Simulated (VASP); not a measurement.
A run of VASP 6.6.1:

Contents of INCAR:

```
SYSTEM = GeSb4Te4
PREC = Accurate ; ENCUT = 600
EDIFF = 1E-6 ; ISMEAR = 0
SIGMA = 0.1 ; LREAL = .False.
LASPH = .True. ; NELM = 100
ALGO = Normal ; ISIF = 4
LWAVE = .False. ; LCHARG = .False.
GGA = PS ; IBRION = 2
NSW = 50 ; EDIFFG = -0.01
```

File KPOINTS:

```
regular mesh
0
Gamma
  12 12 2
  0 0 0
```

Contents of POSCAR:

```
GeSb4Te4
1.0
    4.0976884675      0.0000000000      0.0000000000
   -2.0488442337      3.5487023096      0.0000000000
    0.0000000000      0.0000000000     16.2252321340
Ge Sb Te
1 4 4
Direct
    0.0000000000      0.0000000000      0.0000000000
    0.3333333333      0.6666666667      0.5481270393
    0.6666666667      0.3333333333      0.4518729607
    0.6666666667      0.3333333333      0.7854420799
    0.3333333333      0.6666666667      0.2145579201
    0.3333333333      0.6666666667      0.9027437937
    0.6666666667      0.3333333333      0.0972562063
    0.0000000000      0.0000000000      0.6802286956
    0.0000000000      0.0000000000      0.3197713044
```

Potentials or basis: VASP PAW PBE potentials, release 64 (Ge_d, Sb, Te).

The run is started by

```sh
$ cat potpaw_PBE.64/Ge_d/POTCAR potpaw_PBE.64/Sb/POTCAR potpaw_PBE.64/Te/POTCAR > POTCAR
$ mpirun -np 1 vasp_std > vasp.out
```

Hardware: 1 thread of Intel(R) Xeon(R) Platinum 8375C CPU @ 2.90GHz (Ice Lake), on a shared host.

**Question.** How long does it take, and how much memory?

**Answer.** Run time: 27 min on 1 thread of Intel(R) Xeon(R) Platinum 8375C CPU @ 2.90GHz (Ice Lake) (shared host), peak memory 0.68 GiB. Counts: scf iterations 50, k points 38, ion steps 7.
